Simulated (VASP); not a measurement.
CdF2:

```
CELL_PARAMETERS angstrom
0.00000 2.67592 2.67592
2.67592 0.00000 2.67592
2.67592 2.67592 0.00000
ATOMIC_POSITIONS crystal
Cd 0.00000 0.00000 0.00000
F 0.75000 0.75000 0.75000
F 0.25000 0.25000 0.25000
```

Base run:

```yaml
Program: VASP 6.6.1
Functional: r2SCAN
Potentials_or_basis: VASP PAW PBE potentials, release 64 (Cd, F)
Cutoff: 520 eV
k_mesh: 9 × 9 × 9
Occupations: fermi-dirac, width 0.05 eV
Spin: no spin polarisation
```

Its results: band gap on the k mesh 3.85 eV, indirect (least direct gap 4.30 eV); pressure 3.5 GPa.

Task: The run is repeated on the same cell with these changes: functional from r2SCAN to LDA; potentials or basis from VASP PAW PBE potentials, release 64 (Cd, F) to VASP PAW LDA potentials, release 64 (Cd, F). What comes out?

Result: Band gap on the k mesh 2.90 eV, indirect (least direct gap 3.32 eV); pressure -2.5 GPa.

Caveats: the PAW data sets were made with another functional, which shifts forces and pressure a little (some runs).

A k mesh can miss the band edges.
